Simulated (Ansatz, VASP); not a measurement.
# SiC in VASP and in Ansatz

```
CELL_PARAMETERS angstrom
3.09204 0.00000 0.00000
-1.54602 2.67778 0.00000
0.00000 0.00000 5.07390
ATOMIC_POSITIONS crystal
Si 0.33333 0.66667 0.00456
Si 0.66667 0.33333 0.50456
C 0.33333 0.66667 0.41026
C 0.66667 0.33333 0.91026
```

Alike in both runs: task single point; functional PBE; k mesh 12 × 12 × 6; occupations gaussian, width 0.05 eV; no spin polarisation.

|  | VASP | Ansatz |
| --- | --- | --- |
| version | VASP 6.6.1 | Ansatz 0.2.0 |
| potentials or method | VASP PAW PBE potentials, release 64 (Si, C), cutoff 520 eV | scalar-relativistic, plane waves, PAW |
| valence electrons in the cell | 16 | 16 |

|  | VASP | Ansatz | Ansatz less VASP |
| --- | --- | --- | --- |
| gap on the k mesh at the Fermi level (eV) | 1.94 | 1.95 | +0.005 |
| least direct gap on the mesh (eV) | 3.89 | 3.88 | -0.007 |
| pressure (GPa) | 1.9 | 2.0 | +0.06 |
| traceless stress, the component that is largest in VASP (GPa) | -7.11 | -7.13 | -0.023 |
| rms of the force components (eV/Å) | 1.058 | 1.056 | -0.0017 |

Atom by atom the forces differ by 0.002 eV/Å (rms over components).
